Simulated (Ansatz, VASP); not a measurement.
Two plane-wave programs on I

```
I
1.0
     4.51541    0.00000    0.00000
    -2.25771    3.91046    0.00000
     0.00000    0.00000    2.92890
I
1
Direct
  0.00000 0.00000 0.00000
```

Alike in both runs: task relaxation of cell and atoms; functional PBE; k mesh 12 × 12 × 14; occupations gaussian, width 0.1 eV; no spin polarisation.

|  | VASP | Ansatz |
| --- | --- | --- |
| version | VASP 6.6.1 | Ansatz 0.2.0 |
| potentials or method | VASP PAW PBE potentials, release 64 (I), cutoff 600 eV | scalar-relativistic, plane waves, PAW |
| valence electrons in the cell | 7 | 17 |

VASP gave:

| Quantity | Value |
| --- | --- |
| gap on the k mesh at the Fermi level, each at its own relaxed structure (eV) | none |
| relaxed volume (Å³/atom) | 46.71 |
| relaxed cell length with the largest relative difference (Å) | 4.262 |

Task: Estimate Ansatz's values.

Result: gap on the k mesh at the Fermi level, each at its own relaxed structure (eV): none; relaxed volume (Å³/atom): 46.84; relaxed cell length with the largest relative difference (Å): 4.266.

A gap of «none» marks a metal or a gap that the smearing closes. VASP's potentials hold 7 valence electrons a cell and Ansatz's 17, so a difference there can come from the potentials and not from the codes.

Spin-orbit coupling is off throughout.
